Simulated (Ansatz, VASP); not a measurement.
LiCl in VASP and in Ansatz

The input INCAR:

```
SYSTEM = LiCl
  ALGO = Normal
  EDIFF = 1E-6
  ENCUT = 520
  GGA = PS
  ISIF = 2
  ISMEAR = 0
  LASPH = .TRUE.
  LCHARG = .FALSE.
  LREAL = .FALSE.
  LWAVE = .FALSE.
  NBANDS = 12
  NELM = 80
  PREC = Accurate
  SIGMA = 0.05
```

Contents of KPOINTS:

```
k-points
0
G
  8 8 8
  0 0 0
```

POSCAR

```
LiCl
1.0
    0.0000000000      2.4365220000      2.5006410000
    2.4365220000      0.0000000000      2.5006410000
    2.4365220000      2.4365220000      0.0000000000
Li Cl
1 1
Direct
    0.0000000000      0.0000000000      0.0000000000
    0.5000000000      0.5000000000      0.5000000000
```

Input for Ansatz:

```yaml
crystal:
  lattice:
    - [0.0, 2.436522, 2.500641]
    - [2.436522, 0.0, 2.500641]
    - [2.436522, 2.436522, 0.0]
  atoms:
    - { symbol: Li, position: [0.0, 0.0, 0.0] }
    - { symbol: Cl, position: [0.5, 0.5, 0.5] }
basis:
  ecutwfc: 420
kpoints:
  mp_grid: { grid: [8, 8, 8] }
hamiltonian:
  xc: pbesol
scf:
  occupations: { method: gaussian, width: 0.05 }
output:
  forces: true
  stress: true
  eigenvalues: true
```

Change from the starting cell: strain -0.050 along x and y, -0.025 along z, atoms carried along.

Alike in both runs: task single point; functional PBEsol; k mesh 8 × 8 × 8; occupations gaussian, width 0.05 eV; no spin polarisation.

|  | VASP | Ansatz |
| --- | --- | --- |
| version | VASP 6.6.1 | Ansatz 0.2.0 |
| potentials or method | VASP PAW PBE potentials, release 64 (Li_sv, Cl), cutoff 520 eV | scalar-relativistic, plane waves, PAW |
| valence electrons in the cell | 10 | 10 |

```csv
,VASP,Ansatz,Ansatz less VASP
gap on the k mesh at the Fermi level (eV),6.62,6.60,-0.025
least direct gap on the mesh (eV),6.89,6.87,-0.012
```

VASP's potentials were made for PBE, not for PBEsol.

Noted on VASP's run: the cutoff is short for stress, so the pressure is rough.
